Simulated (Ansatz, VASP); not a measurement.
# Mo in VASP and in Ansatz

Contents of INCAR:

```
  PREC = Accurate
  ENCUT = 520
  EDIFF = 1E-7
  ISMEAR = 0
  SIGMA = 0.15
  LREAL = F
  LASPH = T
  NELM = 100
  ALGO = Normal
  ISIF = 2
  LWAVE = F
  LCHARG = F
  GGA = PS
  NBANDS = 13
```

File KPOINTS:

```
Automatic mesh
0
Gamma
  20 20 20
```

The input POSCAR:

```
Mo
1.0
    0.0000000000      1.8538000000      2.1762000000
    1.8538000000      0.0000000000      2.1762000000
    1.8538000000      1.8538000000      0.0000000000
Mo
1
Direct
    0.0000000000      0.0000000000      0.0000000000
```

Input for Ansatz:

```yaml
crystal:
  lattice:
    - [0.0, 1.8538, 2.1762]
    - [1.8538, 0.0, 2.1762]
    - [1.8538, 1.8538, 0.0]
  atoms:
    - { symbol: Mo, position: [0.0, 0.0, 0.0] }
basis:
  ecutwfc: 420
kpoints:
  mp_grid: { grid: [20, 20, 20] }
hamiltonian:
  xc: pbesol
scf:
  occupations: { method: gaussian, width: 0.15 }
output:
  forces: true
  stress: true
  eigenvalues: true
```

Change from the starting cell: strain -0.080 along x and y, +0.080 along z, atoms carried along.

Alike in both runs: task single point; functional PBEsol; k mesh 20 × 20 × 20; occupations gaussian, width 0.15 eV; no spin polarisation.

|  | VASP | Ansatz |
| --- | --- | --- |
| version | VASP 6.6.1 | Ansatz 0.2.0 |
| potentials or method | VASP PAW PBE potentials, release 64 (Mo_sv), cutoff 520 eV | scalar-relativistic, plane waves, PAW |
| valence electrons in the cell | 14 | 14 |

```csv
,VASP,Ansatz,Ansatz less VASP
gap on the k mesh at the Fermi level (eV),none,none,-
pressure (GPa),12.4,11.8,-0.63
"traceless stress, the component that is largest in VASP (GPa)",3.96,4.04,+0.083
```

VASP's potentials were made for PBE, not for PBEsol. A gap of «none» marks a metal or a gap that the smearing closes. With one functional, cell and mesh, what is left measures potentials, basis and numerics.
